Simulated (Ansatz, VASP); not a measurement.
**WC in VASP and in Ansatz**

```
W C
1.0
     2.92173    0.00000    0.00000
    -1.46087    2.53030    0.00000
     0.00000    0.00000    2.84713
W C
1 1
Cartesian
  0.0000 0.0000 0.0000
  1.4609 0.8434 1.4236
```

Alike in both runs: functional PBE; k mesh 18 × 18 × 14; occupations gaussian, width 0.1 eV; no spin polarisation.

Ansatz relaxed the structure, and its values are those at the end. VASP's run is a single point on that final structure, the one shown.

|  | VASP | Ansatz |
| --- | --- | --- |
| version | VASP 6.6.1 | Ansatz 0.2.0 |
| potentials or method | VASP PAW PBE potentials, release 64 (W_sv, C), cutoff 520 eV | scalar-relativistic, plane waves, PAW |
| valence electrons in the cell | 18 | 18 |

VASP gave:

```
gap on the k mesh at the Fermi level (eV) : none
pressure (GPa)                            : 1.1
```

Question: Which values does Ansatz return?

Answer: gap on the k mesh at the Fermi level (eV): none; pressure (GPa): 0.0.

A gap of «none» marks a metal or a gap that the smearing closes.

Neither program's run includes spin-orbit coupling.
